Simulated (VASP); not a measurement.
# Ba3S4 (Pm-3m) in VASP: single point with PBE

Aim: the single point of Ba3S4 with PBE.

All numbers are computed with VASP 6.6.1; they aren't measurements. Logs are shortened: lines on timing, memory, paths and dates and some standing lists are left out, and cuts for length are marked.

### Step 1. The cell of the first run

It takes space group Pm-3m (No. 221, cubic). Conventional cell: a = 6.369 Å, b = 6.369 Å, c = 6.369 Å, α = 90.00°, β = 90.00°, γ = 90.00°. Within 4.2 Å of Ba (site symmetry 4/mmm) lie 6 S at 3.18 Å. S (site symmetry 4/mmm) has 4 Ba at 3.18 Å within 4.2 Å. Within 4.2 Å of S (site symmetry m-3m) lie 6 Ba at 3.18 Å.

### Step 2. Single point, PBE

POSCAR

```
Ba3S4
1.0
    6.3686265104      0.0000000000      0.0000000000
    0.0000000000      6.3686265104      0.0000000000
    0.0000000000      0.0000000000      6.3686265104
Ba S
3 4
Direct
    0.5000000000      0.0000000000      0.0000000000
    0.0000000000      0.5000000000      0.0000000000
    0.0000000000      0.0000000000      0.5000000000
    0.0000000000      0.5000000000      0.5000000000
    0.5000000000      0.0000000000      0.5000000000
    0.5000000000      0.5000000000      0.0000000000
    0.0000000000      0.0000000000      0.0000000000
```

INCAR.step1

```
SYSTEM = Ba3S4
PREC = Accurate
ENCUT = 520
EDIFF = 1E-7
ISMEAR = 0
SIGMA = 0.1
LREAL = .FALSE.
LASPH = .TRUE.
NELM = 100
ALGO = Normal
ISIF = 2
LWAVE = .FALSE.
LCHARG = .TRUE.
GGA = PE
NBANDS = 36
```

KPOINTS.step1

```
Automatic mesh
0
G
  6 6 6
  0 0 0
```

INCAR.step2

```
SYSTEM = Ba3S4
PREC = Accurate
ENCUT = 520
EDIFF = 1E-7
ISMEAR = -5
SIGMA = 0.1
LREAL = .FALSE.
LASPH = .TRUE.
NELM = 100
ALGO = Normal
ISIF = 2
LWAVE = .FALSE.
LCHARG = .FALSE.
GGA = PE
LORBIT = 11
NBANDS = 36
NEDOS = 1001
ICHARG = 11
```

KPOINTS.step2

```
Automatic mesh
0
G
  9 9 9
  0 0 0
```

Potentials or basis: VASP PAW PBE potentials, release 64 (Ba_sv, S).

The run is started by

```bash
$ cat potpaw_PBE.64/Ba_sv/POTCAR potpaw_PBE.64/S/POTCAR > POTCAR
$ cp INCAR.step1 INCAR
$ cp KPOINTS.step1 KPOINTS
$ mpirun -np 1 vasp_std > vasp.out
$ cp INCAR.step2 INCAR
$ cp KPOINTS.step2 KPOINTS
$ mpirun -np 1 vasp_std > vasp.out
```

OUTCAR:

```text
SYSTEM = Ba3S4
   PREC = Accurate
   ENCUT = 520
   EDIFF = 1E-7
   ISMEAR = -5
   LREAL = .FALSE.
   LASPH = .TRUE.
   NELM = 100
   ISIF = 2
   GGA = PE
   LORBIT = 11
   ICHARG = 11

 ion  position               nearest neighbor table
   1  0.500  0.000  0.000-   5 3.18   6 3.18   7 3.18   5 3.18   6 3.18   7 3.18   3 4.50   2 4.50
                             2 4.50   2 4.50   3 4.50   3 4.50   3 4.50   2 4.50
   2  0.000  0.500  0.000-   4 3.18   6 3.18   7 3.18   4 3.18   7 3.18   6 3.18   3 4.50   1 4.50
                             3 4.50   1 4.50   3 4.50   1 4.50   3 4.50   1 4.50
   3  0.000  0.000  0.500-   4 3.18   5 3.18   7 3.18   7 3.18   4 3.18   5 3.18   2 4.50   2 4.50
                             2 4.50   1 4.50   2 4.50   1 4.50   1 4.50   1 4.50
   4  0.000  0.500  0.500-   2 3.18   3 3.18   2 3.18   3 3.18
   5  0.500  0.000  0.500-   1 3.18   3 3.18   1 3.18   3 3.18
   6  0.500  0.500  0.000-   1 3.18   2 3.18   1 3.18   2 3.18
   7  0.000  0.000  0.000-   1 3.18   2 3.18   3 3.18   3 3.18   2 3.18   1 3.18

  LATTYP: Found a simple cubic cell.
 ALAT       =     6.3686265104

  Lattice vectors:

 A1 = (   6.3686265104,   0.0000000000,   0.0000000000)
 A2 = (   0.0000000000,   6.3686265104,   0.0000000000)
 A3 = (   0.0000000000,   0.0000000000,   6.3686265104)

Analysis of symmetry for initial positions (statically):
=====================================================================
 Subroutine PRICEL returns:
 Original cell was already a primitive cell.

 Routine SETGRP: Setting up the symmetry group for a
 simple cubic supercell.

 Subroutine GETGRP returns: Found 48 space group operations
 (whereof 48 operations were pure point group operations)
 out of a pool of 48 trial point group operations.

The static configuration has the point symmetry O_h .

Analysis of symmetry for dynamics (positions and initial velocities):
=====================================================================
 Subroutine PRICEL returns:
 Original cell was already a primitive cell.

 Routine SETGRP: Setting up the symmetry group for a
 simple cubic supercell.

 Subroutine GETGRP returns: Found 48 space group operations
 (whereof 48 operations were pure point group operations)
 out of a pool of 48 trial point group operations.

The dynamic configuration has the point symmetry O_h .

 Subroutine INISYM returns: Found 48 space group operations
 (whereof 48 operations are pure point group operations),
 and found     1 'primitive' translations

----------------------------------------------------------------------------------------

                                     Primitive cell

  volume of cell :     258.3077

  direct lattice vectors                    reciprocal lattice vectors
     6.368626510  0.000000000  0.000000000     0.157019728  0.000000000  0.000000000
     0.000000000  6.368626510  0.000000000     0.000000000  0.157019728  0.000000000
     0.000000000  0.000000000  6.368626510     0.000000000  0.000000000  0.157019728

  length of vectors
     6.368626510  6.368626510  6.368626510     0.157019728  0.157019728  0.157019728

  position of ions in fractional coordinates (direct lattice)
     0.500000000  0.000000000  0.000000000
     0.000000000  0.500000000  0.000000000
     0.000000000  0.000000000  0.500000000
     0.000000000  0.500000000  0.500000000
     0.500000000  0.000000000  0.500000000
     0.500000000  0.500000000  0.000000000
     0.000000000  0.000000000  0.000000000

  ion indices of the primitive-cell ions
   primitive index   ion index
                 1           1
                 2           2
                 3           3
                 4           4
                 5           5
                 6           6
                 7           7

----------------------------------------------------------------------------------------

 KPOINTS: Automatic mesh

Automatic generation of k-mesh.
 Grid dimensions read from file:
 generate k-points for:    9    9    9

 Generating k-lattice:

  Cartesian coordinates                     Fractional coordinates (reciprocal lattice)
     0.017446636  0.000000000  0.000000000     0.111111111  0.000000000  0.000000000
     0.000000000  0.017446636  0.000000000     0.000000000  0.111111111  0.000000000
     0.000000000  0.000000000  0.017446636     0.000000000  0.000000000  0.111111111

  Length of vectors
     0.017446636  0.017446636  0.017446636

  Shift w.r.t. Gamma in fractional coordinates (k-lattice)
     0.000000000  0.000000000  0.000000000

 TETIRR: Found    353 inequivalent tetrahedra from     4374

 Subroutine IBZKPT returns following result:
 ===========================================

 Found     35 irreducible k-points:

 Following reciprocal coordinates:
            Coordinates               Weight
  0.000000  0.000000  0.000000      1.000000
  0.111111  0.000000  0.000000      6.000000
  0.222222  0.000000  0.000000      6.000000
  0.333333  0.000000  0.000000      6.000000
  0.444444  0.000000  0.000000      6.000000
  0.111111  0.111111  0.000000     12.000000
[... 16 lines left out ...]
  0.333333  0.333333  0.111111     24.000000
  0.444444  0.333333  0.111111     48.000000
 [... further k-points ...]
   k-points           NKPTS =     35   k-points in BZ     NKDIM =     35   number of bands    NBANDS=     36
   number of dos      NEDOS =   1001   number of ions     NIONS =      7
   total plane-waves  NPLWV = 110592
   dimension x,y,z NGX =    48 NGY =   48 NGZ =   48
   dimension x,y,z NGXF=    96 NGYF=   96 NGZF=   96
   ions per type =               3   4
   NGX,Y,Z   is equivalent  to a cutoff of  12.53, 12.53, 12.53 a.u.
   NGXF,Y,Z  is equivalent  to a cutoff of  25.06, 25.06, 25.06 a.u.
 SYSTEM =  Ba3S4
   PREC   = accura    normal or accurate (medium, high low for compatibility)
   ISTART =      0    job   : 0-new  1-cont  2-samecut
   ICHARG =     11    charge: 1-file 2-atom 10-const
   ISPIN  =      1    spin polarized calculation?
   LNONCOLLINEAR =      F non collinear calculations
   LSORBIT =      F    spin-orbit coupling
   LASPH  =      T    aspherical Exc in radial PAW
   ENCUT  =  520.0 eV  38.22 Ry    6.18 a.u.  11.84 11.84 11.84*2*pi/ulx,y,z
   NELM   =    100;   NELMIN=  2; NELMDL=  0     # of ELM steps
   EDIFF  = 0.1E-06   stopping-criterion for ELM
   LREAL  =      F    real-space projection
   EDIFFG = 0.1E-05   stopping-criterion for IOM
   NSW    =      0    number of steps for IOM
   IBRION =     -1    ionic relax: 0-MD 1-quasi-New 2-CG
   NFREE  =      0    steps in history (QN), initial steepest desc. (CG)
   ISIF   =      2    stress and relaxation
   ISYM   =      2    0-nonsym 1-usesym 2-fastsym
   POTIM  = 0.5000    time-step for ionic-motion
   TEBEG  =    0.0;   TEEND  =   0.0 temperature during run
   PSTRESS=    0.0 pullay stress
   NELECT =      54.0000    total number of electrons
   NUPDOWN=      -1.0000    fix difference up-down
   EMIN   =  10.00;   EMAX   =-10.00  energy-range for DOS
   EFERMI =   0.00;   METHOD = LEGACY
   ISMEAR =    -5;   SIGMA  =   0.10  broadening in eV -4-tet -1-fermi 0-gaus
   EFERMI_NEDOS =   21; number of points for ismear=-14 and -15
   IALGO  =     38    algorithm
   IMIX   =      4    mixing-type and parameters
     AMIX     =   0.40;   BMIX     =  1.00
     AMIX_MAG =   1.60;   BMIX_MAG =  1.00
  volume/ion in A,a.u.               =      36.90       249.02
  Fermi-wavevector in a.u.,A,eV,Ry     =   0.971614  1.836084 12.844352  0.944033
  Thomas-Fermi vector in A             =   2.101845
   LORBIT       =     11    0 simple, 1 ext, 2 COOP (PROOUT), +10 PAW based schemes
   GGA     = PE    functional components
   LHFCALC =     F    Hartree Fock is set to
   AEXX    =    0.0000 exact exchange contribution
   IVDW    =     0    specifies the selected vdW correction
   LEPSILON=     F    determine dielectric tensor
   LRPA    =     F    only Hartree local field effects (RPA)
 non-spin polarized calculation
 Fermi weights with tetrahedron method with Bloechl corrections
  energy-cutoff  :      520.00
  volume of cell :      258.31
 maximum number of plane-waves:      6979
 NGX is ok and might be reduce to    48

 number of electron      54.0000008 magnetization

 Free energy of the ion-electron system (eV)
  ---------------------------------------------------
  ext. energy  EPLUGINS =         0.00000000
  ---------------------------------------------------
  free energy    TOTEN  =       -31.66580707 eV

  energy without entropy =      -31.66580707  energy(sigma->0) =      -31.66580707

 E-fermi :   0.1804     XC(G=0):  -7.8660

 val. band max:        0.1954857183   @ k =   0.3333   0.3333   0.3333
 cond. band min:       0.1784589609   @ k =   0.2222   0.2222   0.1111
 fundamental gap:     -0.0170267574
 Fermi energy:         0.1804286463

 k-point     1 :       0.0000    0.0000    0.0000
  band No.  band energies     occupation
      1     -25.7351      2.00000
      2     -25.6903      2.00000
      3     -25.6903      2.00000
      4     -11.2039      2.00000
      5     -11.2039      2.00000
      6     -11.2039      2.00000
[... 28 lines left out ...]
     35       5.2915      0.00000
     36       5.4253      0.00000

 k-point     2 :       0.1111    0.0000    0.0000
  band No.  band energies     occupation
      1     -25.7339      2.00000
      2     -25.6914      2.00000
      3     -25.6902      2.00000
      4     -11.2460      2.00000
      5     -11.1981      2.00000
      6     -11.1981      2.00000
[... 28 lines left out ...]
     35       5.3644      0.00000
     36       5.4514      0.00000
[... 817 lines left out ...]
     35       6.2233      0.00000
     36       6.2904      0.00000

 k-point    24 :       0.4444    0.3333    0.1111
  band No.  band energies     occupation
      1     -25.7123      2.00000
      2     -25.7036      2.00000
      3     -25.6972      2.00000
      4     -11.7176      2.00000
      5     -11.6443      2.00000
      6     -11.4334      2.00000
[... 28 lines left out ...]
     35       5.9729      0.00000
     36       6.2319      0.00000

 [... further k-points ...]
[... 5 lines left out ...]
  --------------------------------------------------------------------------------------
  -------------------------------------------------------------------------------------
  Total        0.9146524      0.9146524      0.9146524     -0.0000000     -0.0000000     -0.0000000
  in kB        5.6732159      5.6732159      5.6732159     -0.0000000     -0.0000000     -0.0000000
  external PRESSURE =       5.6732159 kB  Pullay stress =       0.0000000 kB

 VOLUME and BASIS-vectors are now :
 -----------------------------------------------------------------------------
  energy-cutoff  :      520.00
  volume of cell :      258.31
      direct lattice vectors                 reciprocal lattice vectors
     6.368626510  0.000000000  0.000000000     0.157019728  0.000000000  0.000000000
     0.000000000  6.368626510  0.000000000     0.000000000  0.157019728  0.000000000
     0.000000000  0.000000000  6.368626510     0.000000000  0.000000000  0.157019728

 POSITION                                       TOTAL-FORCE (eV/Angst)
 -----------------------------------------------------------------------------------
      3.18431      0.00000      0.00000         0.000000      0.000000      0.000000
      0.00000      3.18431      0.00000         0.000000      0.000000      0.000000
      0.00000      0.00000      3.18431         0.000000      0.000000      0.000000
      0.00000      3.18431      3.18431         0.000000      0.000000      0.000000
      3.18431      0.00000      3.18431         0.000000      0.000000      0.000000
      3.18431      3.18431      0.00000         0.000000      0.000000      0.000000
      0.00000      0.00000      0.00000         0.000000      0.000000      0.000000
 -----------------------------------------------------------------------------------
    total drift:                                0.000000      0.000000      0.000000

  FREE ENERGIE OF THE ION-ELECTRON SYSTEM (eV)
  ---------------------------------------------------
  free  energy   TOTEN  =       -31.6658070725 eV

  energy  without entropy=      -31.6658070725  energy(sigma->0) =      -31.66580707

 total charge

# of ion       s       p       d       tot
------------------------------------------
    1        2.010   5.620   0.271   7.901
    2        2.010   5.620   0.271   7.901
    3        2.010   5.620   0.271   7.901
    4        1.347   2.314   0.000   3.661
    5        1.347   2.314   0.000   3.661
    6        1.347   2.314   0.000   3.661
    7        1.323   2.442   0.000   3.764
--------------------------------------------------
tot         11.395  26.242   0.814  38.451
```

It took 5.6 min on 1 thread of Intel Xeon Platinum 8259CL at 2.50GHz (Skylake/Cascade Lake), shared host; peak memory 0.45 GiB.

Results:

```
Valence electrons inside the program's atomic spheres : Ba 7.90; S 3.66, 3.76 (each value once)
```

Levels at points of the mesh, in eV from the Fermi level:
```
           k point  band 24  band 25  band 26  band 27  band 28  band 29  band 30  band 31
(0.00, 0.00, 0.00)    -0.04    -0.04     0.13     0.13     0.13     2.86     2.86     2.86
```

Caveat: spin-orbit coupling is left out, which moves the levels of the heavy elements; tetrahedron occupations give inexact forces and stress in metals.
